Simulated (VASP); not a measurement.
Wanted: the native input for a VASP 6.6.1 run.

```
Task                   : single point
Functional             : PBE
Potentials or basis    : VASP PAW PBE potentials, release 64 (Cu)
Cutoff                 : 520 eV
k mesh                 : 20 × 20 × 20
Occupations            : fermi-dirac, width 0.15 eV
Spin                   : no spin polarisation
Dipole correction      : no
Further INCAR settings : ALGO = Normal; EDIFF = 1e-06; NBANDS = 12
```

The structure of Cu lies in POSCAR:

```
Cu
1.0
   -1.4752512437      1.4752512437      1.3807975199
    1.4752512437     -1.4752512437      1.3807975199
    1.4752512437      1.4752512437     -1.3807975199
Cu
1
Direct
    0.0000000000      0.0000000000      0.0000000000
```

One way to write it, as run:

INCAR

```
SYSTEM = Cu
PREC = Accurate
ENCUT = 520
EDIFF = 1E-6
ISMEAR = -1
SIGMA = 0.15
LREAL = .False.
LASPH = .True.
NELM = 60
ALGO = Normal
ISIF = 2
LWAVE = .False.
LCHARG = .False.
GGA = PE
NBANDS = 12
```

KPOINTS

```
regular mesh
0
Gamma
  20 20 20
  0 0 0
```

Potentials or basis: VASP PAW PBE potentials, release 64 (Cu).

The run is started by

```bash
$ cat potpaw_PBE.64/Cu/POTCAR > POTCAR
$ mpirun -np 1 vasp_std > vasp.out
```

Results of the run:

```
Pressure               : 0.5 GPa
Band gap on the k mesh : zero (an odd number of electrons rules out a gap without spin polarisation)
```

Run time: 80 s on 1 thread of Intel Xeon 8259CL, on a shared host, peak memory 0.2 GiB.
